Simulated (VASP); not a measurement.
The system is Si.

```xyz
2
Lattice="-2.3714 2.3714 1.3293 2.3714 -2.3714 1.3293 2.3714 2.3714 -1.3293" Properties=species:S:1:pos:R:3 pbc="T T T"
Si    0.0000    0.0000    1.3293
Si    2.3714    0.0000    0.6646
```

Program: VASP 6.6.1. Alike in all runs: task single point; potentials or basis VASP PAW PBE potentials, release 64 (Si); no spin polarisation; cell as given; cutoff (eV) 520; smearing fermi-dirac 0.05 eV.

Problem. Order these runs on this cell by their pressure, lowest first.
A. level B3LYP; k mesh 6 × 6 × 6; grid for exact exchange (PRECFOCK) Normal; share of exact exchange 0.2
B. level r2SCAN; k mesh 11 × 11 × 11
C. level PBE0; k mesh 8 × 8 × 8; grid for exact exchange (PRECFOCK) Normal; share of exact exchange 0.25

Solution. C (0.6 GPa), B (2.3 GPa), A (6.9 GPa).

Caveats: some runs use coarse meshes; the PAW data sets were made with another functional, which shifts forces and pressure a little.
